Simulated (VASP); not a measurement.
# ScAl2 (Fd-3m) in VASP: notebook

ScAl2 is run at these levels: PBEsol; tasks: single point.

Program: VASP 6.6.1. These are calculated values, not measurements. Logs are shortened: lines on timing, memory, paths and dates and some standing lists are left out, and cuts for length are marked.

## Step 1: The cell of the first run

It takes space group Fd-3m (No. 227, cubic). Conventional cell: a = 7.555 Å, b = 7.555 Å, c = 7.555 Å, α = 90.00°, β = 90.00°, γ = 90.00°. Within 4.1 Å of Sc (site symmetry -43m) lie 12 Al at 3.13 Å and 4 Sc at 3.27 Å. Al (site symmetry -3m) has 6 Al at 2.67 Å and 6 Sc at 3.13 Å within 3.5 Å.

## Step 2: Single point, PBEsol

Contents of INCAR:

```
SYSTEM = ScAl2
PREC = Accurate
ENCUT = 520
EDIFF = 1E-7
ISMEAR = -1
SIGMA = 0.1
LREAL = .False.
LASPH = .True.
NELM = 80
ALGO = Normal
ISIF = 2
LWAVE = .False.
LCHARG = .True.
GGA = PS
LELF = .True.
LVHAR = .True.
NBANDS = 26
```

Contents of KPOINTS:

```
regular mesh
0
Gamma
  8 8 8
  0 0 0
```

Contents of POSCAR:

```
ScAl2
1.0
    0.0000000000      3.7776526849      3.7776526849
    3.7776526849      0.0000000000      3.7776526849
    3.7776526849      3.7776526849      0.0000000000
Sc Al
2 4
Direct
    0.5000000000      0.5000000000      0.5000000000
    0.7500000000      0.7500000000      0.7500000000
    0.1250000000      0.1250000000      0.1250000000
    0.6250000000      0.1250000000      0.1250000000
    0.1250000000      0.6250000000      0.1250000000
    0.1250000000      0.1250000000      0.6250000000
```

Potentials or basis: VASP PAW PBE potentials, release 64 (Sc_sv, Al).

Started as:

```bash
cat potpaw_PBE.64/Sc_sv/POTCAR potpaw_PBE.64/Al/POTCAR > POTCAR
mpirun -np 1 vasp_std > vasp.out
```

OUTCAR:

```text
SYSTEM = ScAl2
   PREC = Accurate
   ENCUT = 520
   EDIFF = 1E-7
   ISMEAR = -1
   LREAL = .False.
   LASPH = .True.
   NELM = 80
   ISIF = 2
   GGA = PS

 ion  position               nearest neighbor table
   1  0.500  0.500  0.500-   5 3.13   4 3.13   3 3.13   3 3.13   3 3.13   6 3.13   6 3.13   4 3.13
                             5 3.13   4 3.13   5 3.13   6 3.13   2 3.27   2 3.27   2 3.27   2 3.27
   2  0.750  0.750  0.750-   3 3.13   4 3.13   5 3.13   4 3.13   4 3.13   5 3.13   3 3.13   5 3.13
                             6 3.13   3 3.13   6 3.13   6 3.13   1 3.27   1 3.27   1 3.27   1 3.27
   3  0.125  0.125  0.125-   4 2.67   5 2.67   6 2.67   6 2.67   5 2.67   4 2.67   1 3.13   2 3.13
                             1 3.13   2 3.13   1 3.13   2 3.13
   4  0.625  0.125  0.125-   3 2.67   6 2.67   5 2.67   3 2.67   5 2.67   6 2.67   2 3.13   1 3.13
                             2 3.13   1 3.13   1 3.13   2 3.13
   5  0.125  0.625  0.125-   3 2.67   6 2.67   3 2.67   4 2.67   6 2.67   4 2.67   1 3.13   2 3.13
                             2 3.13   1 3.13   1 3.13   2 3.13
   6  0.125  0.125  0.625-   3 2.67   3 2.67   4 2.67   5 2.67   5 2.67   4 2.67   1 3.13   2 3.13
                             1 3.13   2 3.13   1 3.13   2 3.13

  LATTYP: Found a face centered cubic cell.
 ALAT       =     7.5553053698

  Lattice vectors:

 A1 = (   0.0000000000,   3.7776526849,   3.7776526849)
 A2 = (   3.7776526849,   0.0000000000,   3.7776526849)
 A3 = (   3.7776526849,   3.7776526849,   0.0000000000)

Analysis of symmetry for initial positions (statically):
=====================================================================
 Subroutine PRICEL returns:
 Original cell was already a primitive cell.

 Routine SETGRP: Setting up the symmetry group for a
 face centered cubic supercell.

 Subroutine GETGRP returns: Found 48 space group operations
 (whereof 24 operations were pure point group operations)
 out of a pool of 48 trial point group operations.

The static configuration has the point symmetry T_d .
 The point group associated with its full space group is O_h .

Analysis of symmetry for dynamics (positions and initial velocities):
=====================================================================
 Subroutine PRICEL returns:
 Original cell was already a primitive cell.

 Routine SETGRP: Setting up the symmetry group for a
 face centered cubic supercell.

 Subroutine GETGRP returns: Found 48 space group operations
 (whereof 24 operations were pure point group operations)
 out of a pool of 48 trial point group operations.
[... 112 lines left out ...]
   EDIFFG = 0.1E-05   stopping-criterion for IOM
   NSW    =      0    number of steps for IOM
   IBRION =     -1    ionic relax: 0-MD 1-quasi-New 2-CG
   NFREE  =      0    steps in history (QN), initial steepest desc. (CG)
   ISIF   =      2    stress and relaxation
   ISYM   =      2    0-nonsym 1-usesym 2-fastsym
   POTIM  = 0.5000    time-step for ionic-motion
   TEBEG  =    0.0;   TEEND  =   0.0 temperature during run
   PSTRESS=    0.0 pullay stress
   NELECT =      34.0000    total number of electrons
   NUPDOWN=      -1.0000    fix difference up-down
   EMIN   =  10.00;   EMAX   =-10.00  energy-range for DOS
   EFERMI =   0.00;   METHOD = LEGACY
   ISMEAR =    -1;   SIGMA  =   0.10  broadening in eV -4-tet -1-fermi 0-gaus
   EFERMI_NEDOS =   21; number of points for ismear=-14 and -15
   IALGO  =     38    algorithm
   IMIX   =      4    mixing-type and parameters
     AMIX     =   0.40;   BMIX     =  1.00
     AMIX_MAG =   1.60;   BMIX_MAG =  1.00
  volume/ion in A,a.u.               =      17.97       121.27
  Fermi-wavevector in a.u.,A,eV,Ry     =   1.114301  2.105723 16.893895  1.241666
  Thomas-Fermi vector in A             =   2.250894
   LORBIT       =      0    0 simple, 1 ext, 2 COOP (PROOUT), +10 PAW based schemes
   GGA     = PS    functional components
   LHFCALC =     F    Hartree Fock is set to
   AEXX    =    0.0000 exact exchange contribution
   IVDW    =     0    specifies the selected vdW correction
   LEPSILON=     F    determine dielectric tensor
   LRPA    =     F    only Hartree local field effects (RPA)
 non-spin polarized calculation
  energy-cutoff  :      520.00
  volume of cell :      107.82
 maximum number of plane-waves:      2936
   NGX = 19   NGY = 19   NGZ = 19

 number of electron      33.9999997 magnetization

 Free energy of the ion-electron system (eV)
  ---------------------------------------------------
  ext. energy  EPLUGINS =         0.00000000
  ---------------------------------------------------
  free energy    TOTEN  =       -32.56671604 eV

  energy without entropy =      -32.44618321  energy(sigma->0) =      -32.50644963

 E-fermi :   6.4578     XC(G=0): -10.4055

 val. band max:        6.4518676634   @ k =  -0.3750   0.3750   0.1250
 cond. band min:       6.4608242375   @ k =   0.3750   0.2500   0.1250
 fundamental gap:      0.0089565742
 Fermi energy:         6.4578374684

 k-point     1 :       0.0000    0.0000    0.0000
  band No.  band energies     occupation
      1     -42.6734      2.00000
      2     -42.6331      2.00000
      3     -21.4487      2.00000
      4     -21.4487      2.00000
      5     -21.4487      2.00000
      6     -21.3395      2.00000
[... 685 lines left out ...]
     25       9.5581      0.00000
     26       9.9423      0.00000

 [... further k-points ...]

------------------------ aborting loop because EDIFF is reached ----------------------------------------

  FORCE on cell =-STRESS in cart. coord.  units (eV):
  Direction    XX          YY          ZZ          XY          YZ          ZX
  --------------------------------------------------------------------------------------
  -------------------------------------------------------------------------------------
  Total       -0.5832203     -0.5832203     -0.5832203      0.0000000      0.0000000      0.0000000
  in kB       -8.6665676     -8.6665676     -8.6665676      0.0000000      0.0000000      0.0000000
  external PRESSURE =      -8.6665676 kB  Pullay stress =       0.0000000 kB

 VOLUME and BASIS-vectors are now :
 -----------------------------------------------------------------------------
  energy-cutoff  :      520.00
  volume of cell :      107.82
      direct lattice vectors                 reciprocal lattice vectors
     0.000000000  3.777652685  3.777652685    -0.132357324  0.132357324  0.132357324
     3.777652685  0.000000000  3.777652685     0.132357324 -0.132357324  0.132357324
     3.777652685  3.777652685  0.000000000     0.132357324  0.132357324 -0.132357324

 POSITION                                       TOTAL-FORCE (eV/Angst)
 -----------------------------------------------------------------------------------
      3.77765      3.77765      3.77765         0.000000      0.000000      0.000000
      5.66648      5.66648      5.66648        -0.000000     -0.000000     -0.000000
      0.94441      0.94441      0.94441        -0.000000     -0.000000      0.000000
      0.94441      2.83324      2.83324        -0.000000     -0.000000     -0.000000
      2.83324      0.94441      2.83324        -0.000000     -0.000000      0.000000
      2.83324      2.83324      0.94441        -0.000000     -0.000000      0.000000
 -----------------------------------------------------------------------------------
    total drift:                               -0.000000     -0.000000      0.000000

  FREE ENERGIE OF THE ION-ELECTRON SYSTEM (eV)
  ---------------------------------------------------
  free  energy   TOTEN  =       -32.5667160395 eV

  energy  without entropy=      -32.4461832109  energy(sigma->0) =      -32.50644963
```

OSZICAR:

```text
N       E                     dE             d eps       ncg     rms          rms(c)
DAV:   1     0.391607475240E+03    0.39161E+03   -0.14587E+04  1524   0.123E+03
DAV:   2    -0.170590422942E+01   -0.39331E+03   -0.38365E+03  2012   0.465E+02
DAV:   3    -0.348819567250E+02   -0.33176E+02   -0.31686E+02  2458   0.141E+02
DAV:   4    -0.360343285393E+02   -0.11524E+01   -0.11331E+01  2488   0.231E+01
DAV:   5    -0.360558963932E+02   -0.21568E-01   -0.21529E-01  2416   0.339E+00    0.104E+01
DAV:   6    -0.326872890497E+02    0.33686E+01   -0.15628E+01  2466   0.287E+01    0.325E+00
DAV:   7    -0.326245910261E+02    0.62698E-01   -0.71703E-01  2470   0.643E+00    0.201E+00
DAV:   8    -0.325686824726E+02    0.55909E-01   -0.10425E-01  2326   0.259E+00    0.434E-01
DAV:   9    -0.325670688373E+02    0.16136E-02   -0.13448E-02  2380   0.116E+00    0.191E-01
DAV:  10    -0.325667217770E+02    0.34706E-03   -0.10618E-03  2550   0.265E-01    0.553E-02
DAV:  11    -0.325667263850E+02   -0.46080E-05   -0.84856E-05  2534   0.628E-02    0.301E-02
DAV:  12    -0.325667159914E+02    0.10394E-04   -0.52750E-05  2302   0.729E-02    0.374E-03
DAV:  13    -0.325667159271E+02    0.64306E-07   -0.21255E-06  2408   0.118E-02    0.198E-03
DAV:  14    -0.325667160322E+02   -0.10509E-06   -0.16379E-07  1624   0.322E-03    0.111E-03
DAV:  15    -0.325667160395E+02   -0.72951E-08   -0.40431E-08  1154   0.180E-03
   1 F= -.32566716E+02 E0= -.32506450E+02  d E =-.120533E+00
```

stdout:

```text
POSCAR found type information on POSCAR ScAl
 POSCAR found :  2 types and       6 ions
 scaLAPACK will be used
 -----------------------------------------------------------------------------
|                                                                             |
|                                                                             |
|     You enforced a specific xc type in the INCAR file but a different       |
|     I HOPE YOU KNOW WHAT YOU ARE DOING!                                     |
|                                                                             |
 -----------------------------------------------------------------------------

 LDA part: xc-table for (Slater+PW92), standard interpolation
 POSCAR, INCAR and KPOINTS ok, starting setup
 FFT: planning ... GRIDC
 FFT: planning ... GRID_SOFT
 FFT: planning ... GRID
 WAVECAR not read
 entering main loop
```

Wall time 2.6 min (1 thread of Intel Xeon 8259CL, shared host); peak memory 0.28 GiB.

What came out:

```
Free energy            : -32.5667 eV
Pressure               : -0.9 GPa
Band gap on the k mesh : zero (bands 17 and 18 overlap by 2.37 eV)
```

Caveat: the PAW data sets were made with another functional, which shifts forces and pressure a little.

## Step 3: Single point, PBEsol

Contents of INCAR:

```
PREC = Accurate
ENCUT = 520
EDIFF = 1E-7
ISMEAR = -1
SIGMA = 0.2
LREAL = F
LASPH = T
NELM = 80
ALGO = Fast
ISIF = 2
LWAVE = F
LCHARG = F
GGA = PS
NBANDS = 26
```

Contents of KPOINTS:

```
Automatic mesh
0
Gamma
  8 8 8
```

POSCAR is that of step 2.

Potentials or basis: VASP PAW PBE potentials, release 64 (Sc_sv, Al).

Started as:

```bash
cat potpaw_PBE.64/Sc_sv/POTCAR potpaw_PBE.64/Al/POTCAR > POTCAR
mpirun -np 1 vasp_std > vasp.out
```

Run time: 5.2 min. Hardware: 1 thread of Intel Xeon 8259CL, shared host; peak memory 0.27 GiB.

It converged, with:

* Free energy: -32.7337 eV
* Pressure: -0.7 GPa
* Band gap on the k mesh: zero (bands 17 and 18 overlap by 2.38 eV)

Levels at points of the mesh, in eV from the Fermi level:
```csv
k point,band 15,band 16,band 17,band 18,band 19,band 20
"(0.00, 0.00, 0.00)",-2.48,-2.48,-1.75,-1.75,0.27,2.06
"(0.50, 0.00, 0.00)",-1.92,-0.41,-0.19,-0.19,1.62,1.62
"(0.50, 0.50, 0.00)",0.21,0.21,0.63,0.63,0.77,0.77
```

Caveat: the PAW data sets were made with another functional, which shifts forces and pressure a little.

(Part 1 of 2 ends here.)
